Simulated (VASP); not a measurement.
# Al2Cu (Pmm2) in VASP: a series of runs

Al2Cu is run at these levels: PBE; tasks: single point.

All numbers are computed with VASP 6.6.1; they aren't measurements. Logs are shortened: lines on timing, memory, paths and dates and some standing lists are left out, and cuts for length are marked.

## 1. The cell of the first run

The structure is orthorhombic, space group Pmm2 (No. 25). The conventional cell has a = 2.885 Å, b = 4.121 Å, c = 4.121 Å, α = 90.00°, β = 90.00°, γ = 90.00°. Within 3.3 Å of Al (site symmetry mm2) lie 4 Cu at 2.52 Å and 6 Al at 2.85 to 2.98 Å. Within 3.2 Å of Al (site symmetry mm2) lie 4 Cu at 2.44 to 2.59 Å and 6 Al at 2.85 to 2.98 Å. Within 3.2 Å of Cu (site symmetry mm2) lie 8 Al at 2.44 to 2.59 Å and 2 Cu at 2.88 Å.

## 2. Single point, PBE

INCAR reads:

```
SYSTEM = Al2Cu
PREC     = Accurate       ! precision mode
ENCUT    = 520            ! plane-wave cutoff, eV
EDIFF    = 1E-6           ! SCF threshold, eV
ISMEAR   = 0              ! smearing method
SIGMA    = 0.15           ! smearing width, eV
LREAL    = .False.        ! projectors in reciprocal space
LASPH    = .True.         ! aspherical terms in the spheres
NELM     = 100            ! most SCF steps
ALGO     = Fast           ! electronic algorithm
ISIF     = 2              ! what is computed and relaxed
LWAVE    = .False.        ! write WAVECAR
LCHARG   = .False.        ! write CHGCAR
GGA      = PE             ! functional
NBANDS   = 16             ! bands
```

KPOINTS reads:

```
regular mesh
0
Gamma
  10 10 14
  0 0 0
```

POSCAR reads:

```
Al2Cu
1.0
    4.1211626268      0.0000000000      0.0000000000
    0.0000000000      4.1211626268      0.0000000000
    0.0000000000      0.0000000000      2.8847334069
Al Cu
2 1
Direct
    0.5000000000      0.0039076392      0.5000000000
    0.0000000000      0.4827718519      0.5000000000
    0.0000000000      0.0056558685      0.0000000000
```

Potentials or basis: VASP PAW PBE potentials, release 64 (Al, Cu).

Launch:

```
cat potpaw_PBE.64/Al/POTCAR potpaw_PBE.64/Cu/POTCAR > POTCAR
mpirun -np 1 vasp_std > vasp.out
```

OUTCAR:

```text
SYSTEM = Al2Cu
   PREC = Accurate
   ENCUT = 520
   EDIFF = 1E-6
   ISMEAR = 0
   LREAL = .False.
   LASPH = .True.
   NELM = 100
   ISIF = 2
   GGA = PE

 ion  position               nearest neighbor table
   1  0.500  0.004  0.500-   3 2.52   3 2.52   3 2.52   3 2.52   2 2.85   2 2.85   2 2.98   2 2.98

   2  0.000  0.483  0.500-   3 2.44   3 2.44   3 2.59   3 2.59   1 2.85   1 2.85   1 2.98   1 2.98

   3  0.000  0.006  0.000-   2 2.44   2 2.44   1 2.52   1 2.52   1 2.52   1 2.52   2 2.59   2 2.59

  LATTYP: Found a simple tetragonal cell.
 ALAT       =     4.1211626268
 C/A-ratio  =     0.6999804832

  Lattice vectors:

 A1 = (   4.1211626268,   0.0000000000,   0.0000000000)
 A2 = (   0.0000000000,   4.1211626268,   0.0000000000)
 A3 = (   0.0000000000,   0.0000000000,   2.8847334069)

Analysis of symmetry for initial positions (statically):
=====================================================================
 Subroutine PRICEL returns:
 Original cell was already a primitive cell.

 Routine SETGRP: Setting up the symmetry group for a
 simple tetragonal supercell.

 Subroutine GETGRP returns: Found  4 space group operations
 (whereof  4 operations were pure point group operations)
 out of a pool of 16 trial point group operations.

The static configuration has the point symmetry C_2v.

Analysis of symmetry for dynamics (positions and initial velocities):
=====================================================================
 Subroutine PRICEL returns:
 Original cell was already a primitive cell.

 Routine SETGRP: Setting up the symmetry group for a
 simple tetragonal supercell.

 Subroutine GETGRP returns: Found  4 space group operations
 (whereof  4 operations were pure point group operations)
 out of a pool of 16 trial point group operations.

The dynamic configuration has the point symmetry C_2v.

 Subroutine INISYM returns: Found  4 space group operations
 (whereof  4 operations are pure point group operations),
 and found     1 'primitive' translations

----------------------------------------------------------------------------------------

                                     Primitive cell

  volume of cell :      48.9943

[... 82 lines left out ...]
   ISTART =      0    job   : 0-new  1-cont  2-samecut
   ICHARG =      2    charge: 1-file 2-atom 10-const
   ISPIN  =      1    spin polarized calculation?
   LNONCOLLINEAR =      F non collinear calculations
   LSORBIT =      F    spin-orbit coupling
   LASPH  =      T    aspherical Exc in radial PAW
   ENCUT  =  520.0 eV  38.22 Ry    6.18 a.u.   7.66  7.66  5.36*2*pi/ulx,y,z
   NELM   =    100;   NELMIN=  2; NELMDL= -5     # of ELM steps
   EDIFF  = 0.1E-05   stopping-criterion for ELM
   LREAL  =      F    real-space projection
   EDIFFG = 0.1E-04   stopping-criterion for IOM
   NSW    =      0    number of steps for IOM
   IBRION =     -1    ionic relax: 0-MD 1-quasi-New 2-CG
   NFREE  =      0    steps in history (QN), initial steepest desc. (CG)
   ISIF   =      2    stress and relaxation
   ISYM   =      2    0-nonsym 1-usesym 2-fastsym
   POTIM  = 0.5000    time-step for ionic-motion
   TEBEG  =    0.0;   TEEND  =   0.0 temperature during run
   PSTRESS=    0.0 pullay stress
   NELECT =      17.0000    total number of electrons
   NUPDOWN=      -1.0000    fix difference up-down
   EMIN   =  10.00;   EMAX   =-10.00  energy-range for DOS
   EFERMI =   0.00;   METHOD = LEGACY
   ISMEAR =     0;   SIGMA  =   0.15  broadening in eV -4-tet -1-fermi 0-gaus
   EFERMI_NEDOS =   21; number of points for ismear=-14 and -15
   IALGO  =     68    algorithm
   IMIX   =      4    mixing-type and parameters
     AMIX     =   0.40;   BMIX     =  1.00
     AMIX_MAG =   1.60;   BMIX_MAG =  1.00
  volume/ion in A,a.u.               =      16.33       110.21
  Fermi-wavevector in a.u.,A,eV,Ry     =   1.150384  2.173910 18.005716  1.323383
  Thomas-Fermi vector in A             =   2.287048
   LORBIT       =      0    0 simple, 1 ext, 2 COOP (PROOUT), +10 PAW based schemes
   GGA     = PE    functional components
   LHFCALC =     F    Hartree Fock is set to
   AEXX    =    0.0000 exact exchange contribution
   IVDW    =     0    specifies the selected vdW correction
   LEPSILON=     F    determine dielectric tensor
   LRPA    =     F    only Hartree local field effects (RPA)
 non-spin polarized calculation
 RMM-DIIS sequential band-by-band and
 Gauss-broadening in eV      SIGMA  =   0.15
  energy-cutoff  :      520.00
  volume of cell :       48.99
 maximum number of plane-waves:      1339
   NGX = 15   NGY = 15   NGZ = 11

 number of electron      16.9999995 magnetization

 Free energy of the ion-electron system (eV)
  ---------------------------------------------------
  ext. energy  EPLUGINS =         0.00000000
  ---------------------------------------------------
  free energy    TOTEN  =       -11.26255120 eV

  energy without entropy =      -11.25216227  energy(sigma->0) =      -11.25735674

 E-fermi :   7.0673     XC(G=0): -10.3636

 val. band max:        7.0659911238   @ k =  -0.2000   0.3000   0.2857
 cond. band min:       7.0684666688   @ k =   0.3000   0.2000   0.2857
 fundamental gap:      0.0024755449
 Fermi energy:         7.0673267125

 k-point     1 :       0.0000    0.0000    0.0000
  band No.  band energies     occupation
      1      -3.4020      2.00000
      2       1.6974      2.00000
      3       2.2183      2.00000
      4       2.8654      2.00000
      5       3.0655      2.00000
      6       3.0738      2.00000
[... 433 lines left out ...]
      3       1.9939      2.00000
      4       2.5239      2.00000
      5       2.8512      2.00000
      6       3.0479      2.00000
[... 8 lines left out ...]
     15      16.9542      0.00000
     16      18.6157      0.00000

 [... further k-points ...]
[... 5 lines left out ...]
  --------------------------------------------------------------------------------------
  -------------------------------------------------------------------------------------
  Total        0.0886997      0.2135958      0.1619523      0.0000000      0.0000000      0.0000000
  in kB        2.9005981      6.9848663      5.2960546      0.0000000      0.0000000      0.0000000
  external PRESSURE =       5.0605063 kB  Pullay stress =       0.0000000 kB

 VOLUME and BASIS-vectors are now :
 -----------------------------------------------------------------------------
  energy-cutoff  :      520.00
  volume of cell :       48.99
      direct lattice vectors                 reciprocal lattice vectors
     4.121162627  0.000000000  0.000000000     0.242649973  0.000000000  0.000000000
     0.000000000  4.121162627  0.000000000     0.000000000  0.242649973  0.000000000
     0.000000000  0.000000000  2.884733407     0.000000000  0.000000000  0.346652484

 POSITION                                       TOTAL-FORCE (eV/Angst)
 -----------------------------------------------------------------------------------
      2.06058      0.01610      1.44237         0.000000     -0.184917      0.000000
      0.00000      1.98958      1.44237         0.000000      0.819908      0.000000
      0.00000      0.02331      0.00000         0.000000     -0.634991      0.000000
 -----------------------------------------------------------------------------------
    total drift:                                0.000000      0.000510      0.000009

  FREE ENERGIE OF THE ION-ELECTRON SYSTEM (eV)
  ---------------------------------------------------
  free  energy   TOTEN  =       -11.2625512020 eV

  energy  without entropy=      -11.2521622738  energy(sigma->0) =      -11.25735674
```

stdout:

```text
POSCAR found type information on POSCAR AlCu
 POSCAR found :  2 types and       3 ions
 scaLAPACK will be used
 LDA part: xc-table for (Slater+PW92), standard interpolation
 POSCAR, INCAR and KPOINTS ok, starting setup
 FFT: planning ... GRIDC
 FFT: planning ... GRID_SOFT
 FFT: planning ... GRID
 WAVECAR not read
 entering main loop
```

Wall time 79 s (1 thread of Intel Xeon 6975P-C (Granite Rapids), shared host); peak memory 0.33 GiB.

Results:

```
Free energy   : -11.2626 eV
Pressure      : 0.5 GPa
Largest force : 0.820 eV/Å
```

Forces on the atoms (eV/Å):
```
Al   0.000 -0.185  0.000
Al   0.000  0.820  0.000
Cu   0.000 -0.635  0.000
```

Stress tensor (GPa, compression positive):
```
0.29 0.00 0.00
0.00 0.70 0.00
0.00 0.00 0.53
```

Levels at points of the mesh, in eV from the Fermi level:
```csv
k point,band 5,band 6,band 7,band 8,band 9,band 10,band 11,band 12,band 13,band 14
"(0.00, 0.00, 0.00)",-4.00,-3.99,-2.37,-2.34,-0.15,0.91,6.09,6.10,6.11,7.02
"(0.50, 0.00, 0.00)",-4.27,-4.02,-4.00,-1.03,1.53,1.75,1.85,7.47,8.33,9.22
"(0.00, 0.50, 0.00)",-4.27,-4.03,-3.99,-1.08,1.57,1.70,1.89,7.45,8.35,9.24
"(0.50, 0.50, 0.00)",-4.31,-4.16,-4.03,-4.02,-2.39,8.51,8.53,9.34,9.71,9.98
"(0.00, 0.00, 0.50)",-4.71,-4.02,-2.96,2.43,2.52,2.53,2.79,2.84,3.17,3.58
"(0.50, 0.00, 0.50)",-4.10,-4.07,-3.00,-2.43,-1.67,3.66,4.03,4.26,5.01,5.95
"(0.00, 0.50, 0.50)",-4.10,-4.10,-3.00,-2.40,-1.67,3.61,4.00,4.40,4.91,5.94
"(0.50, 0.50, 0.50)",-3.87,-3.40,-2.24,-2.23,-0.85,-0.77,-0.08,-0.07,2.47,11.53
```

## 3. Single point, PBE

INCAR reads:

```
PREC = Accurate ; ENCUT = 520
EDIFF = 1E-6 ; ISMEAR = 0
SIGMA = 0.15 ; LREAL = False
LASPH = True ; NELM = 80
ALGO = Fast ; ISIF = 2
LWAVE = False ; LCHARG = True
GGA = PE ; LELF = True
LVHAR = True ; NBANDS = 16
```

KPOINTS reads:

```
Automatic mesh
0
Gamma
  10 10 14
```

POSCAR reads:

```
Al2Cu
1.0
    4.1211626268      0.0000000000      0.0000000000
    0.0000000000      4.1211626268      0.0000000000
    0.0000000000      0.0000000000      2.8847334069
Al Cu
2 1
Direct
    0.5000000000      0.0019538196      0.5000000000
    0.0000000000      0.4913859260      0.5000000000
    0.0000000000      0.0028279343      0.0000000000
```

Potentials or basis: VASP PAW PBE potentials, release 64 (Al, Cu).

Launch:

```
cat potpaw_PBE.64/Al/POTCAR potpaw_PBE.64/Cu/POTCAR > POTCAR
mpirun -np 1 vasp_std > vasp.out
```

Wall time 84 s (1 thread of Intel Xeon 6975P-C (Granite Rapids), shared host); peak memory 0.33 GiB.

It converged, with:

- Free energy: -11.2909 eV
- Pressure: 0.0 GPa
- Largest force: 0.407 eV/Å

Forces on the atoms (eV/Å):
```
Al   0.000 -0.092  0.000
Al   0.000  0.407  0.000
Cu   0.000 -0.314  0.000
```

Stress tensor (GPa, compression positive):
```
-0.03  0.00  0.00
 0.00  0.07  0.00
 0.00  0.00  0.02
```

Levels at points of the mesh, in eV from the Fermi level:
```
           k point  band 5  band 6  band 7  band 8  band 9  band 10  band 11  band 12  band 13  band 14
(0.00, 0.00, 0.00)   -3.99   -3.98   -2.36   -2.35   -0.15     0.92     6.09     6.10     6.10     7.01
(0.50, 0.00, 0.00)   -4.26   -4.01   -3.98   -1.05    1.54     1.73     1.86     7.48     8.34     9.23
(0.00, 0.50, 0.00)   -4.26   -4.02   -3.98   -1.06    1.55     1.72     1.87     7.47     8.35     9.24
(0.50, 0.50, 0.00)   -4.30   -4.15   -4.01   -4.01   -2.39     8.52     8.53     9.40     9.74     9.97
(0.00, 0.00, 0.50)   -4.70   -4.01   -2.95    2.45    2.53     2.53     2.79     2.81     3.18     3.57
(0.50, 0.00, 0.50)   -4.09   -4.07   -3.00   -2.42   -1.67     3.66     4.02     4.33     4.94     5.95
(0.00, 0.50, 0.50)   -4.09   -4.07   -3.00   -2.41   -1.67     3.65     4.01     4.36     4.91     5.95
(0.50, 0.50, 0.50)   -3.85   -3.40   -2.23   -2.23   -0.84    -0.79    -0.08    -0.07     2.46    11.51
```

## 4. Single point, PBE

This run uses another cell than the first one, of 16.77 Å³/atom, 1.027 times its volume.

INCAR reads:

```
  PREC = Accurate
  ENCUT = 520
  EDIFF = 1E-6
  ISMEAR = 0
  SIGMA = 0.15
  LREAL = False
  LASPH = True
  NELM = 80
  ALGO = Fast
  ISIF = 2
  LWAVE = False
  LCHARG = False
  GGA = PE
  NBANDS = 16
```

KPOINTS is that of step 3.

POSCAR reads:

```
Al2Cu
1.0
    4.1759740897      0.0000000000      0.0000000000
    0.0000000000      4.1759740897      0.0000000000
    0.0000000000      0.0000000000      2.8847334069
Al Cu
2 1
Direct
    0.5000000000      0.0039076392      0.5000000000
    0.0000000000      0.4827718519      0.5000000000
    0.0000000000      0.0056558685      0.0000000000
```

Launch:

```
cat potpaw_PBE.64/Al/POTCAR potpaw_PBE.64/Cu/POTCAR > POTCAR
mpirun -np 1 vasp_std > vasp.out
```

Run time: 77 s. Hardware: 1 thread of Intel Xeon 6975P-C (Granite Rapids), shared host; peak memory 0.33 GiB.

It converged, with:

* Free energy: -11.2572 eV
* Pressure: -1.2 GPa
* Largest force: 0.743 eV/Å

Forces in eV/Å, atoms in the order of the input:
```
Al   0.000 -0.160  0.000
Al   0.000  0.743  0.000
Cu   0.000 -0.584  0.000
```

Stress tensor (GPa, compression positive):
```
-1.71  0.00  0.00
 0.00 -1.28  0.00
 0.00  0.00 -0.75
```

Levels at points of the mesh, in eV from the Fermi level:
| k point | band 7 | band 8 | band 9 | band 10 | band 11 | band 12 |
| --- | --- | --- | --- | --- | --- | --- |
| (0.00, 0.00, 0.00) | -2.38 | -2.36 | -0.35 | 0.85 | 5.82 | 5.82 |
| (0.50, 0.00, 0.00) | -3.91 | -1.09 | 1.42 | 1.62 | 1.64 | 7.59 |
| (0.00, 0.50, 0.00) | -3.90 | -1.13 | 1.47 | 1.55 | 1.69 | 7.57 |
| (0.50, 0.50, 0.00) | -3.93 | -3.93 | -2.36 | 8.40 | 8.41 | 9.28 |
| (0.00, 0.00, 0.50) | -2.88 | 2.26 | 2.48 | 2.49 | 2.76 | 2.81 |
| (0.50, 0.00, 0.50) | -2.93 | -2.36 | -1.63 | 3.62 | 3.96 | 4.16 |
| (0.00, 0.50, 0.50) | -2.93 | -2.33 | -1.63 | 3.57 | 3.93 | 4.32 |
| (0.50, 0.50, 0.50) | -2.22 | -2.21 | -0.75 | -0.72 | -0.13 | -0.12 |
